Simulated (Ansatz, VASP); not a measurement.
In: VASP beside Ansatz

File INCAR:

```
PREC = Accurate
ENCUT = 520
EDIFF = 1E-6
ISMEAR = -1
SIGMA = 0.05
LREAL = False
LASPH = True
NELM = 80
ALGO = Normal
ISIF = 2
LWAVE = False
LCHARG = False
NBANDS = 12
```

File KPOINTS:

```
Automatic mesh
0
Gamma
  14 14 14
```

The input POSCAR:

```
In
1.0
    2.8467546259      0.0000000000      0.0000000000
    0.0000000000      2.8467546259      0.0000000000
    0.0000000000      0.0000000000      2.8467546259
In
1
Direct
    0.0000000000      0.0000000000      0.0000000000
```

Input for Ansatz:

```yaml
crystal:
  lattice:
    - [2.8467546259, 0.0, 0.0]
    - [0.0, 2.8467546259, 0.0]
    - [0.0, 0.0, 2.8467546259]
  atoms:
    - { symbol: In, position: [0.0, 0.0, 0.0] }
kpoints:
  mp_grid: { grid: [14, 14, 14] }
scf:
  occupations: { method: fermi_dirac, width: 0.05 }
hamiltonian:
  xc: lda
  pseudopotentials: { kind: paw }
output:
  forces: true
  stress: true
  eigenvalues: true
  populations: true
```

Change from the starting cell: volume scaled by 0.88, PAW files.

Alike in both runs: task single point; functional LDA; k mesh 14 × 14 × 14; occupations fermi-dirac, width 0.05 eV; no spin polarisation.

|  | VASP | Ansatz |
| --- | --- | --- |
| version | VASP 6.6.1 | Ansatz 0.2.0 |
| potentials or method | VASP PAW LDA potentials, release 64 (In_d) | PAW with Ansatz's default frozen-core files, scalar-relativistic |
| plane-wave cutoff (eV) | 520 | 420 |
| valence electrons in the cell | 13 | 13 |

```tsv
	VASP	Ansatz	Ansatz less VASP
pressure (GPa)	8.2	8.0	-0.16
```

LDA's correlation is that of Perdew and Zunger in VASP and of Perdew and Wang (1992) in Ansatz.
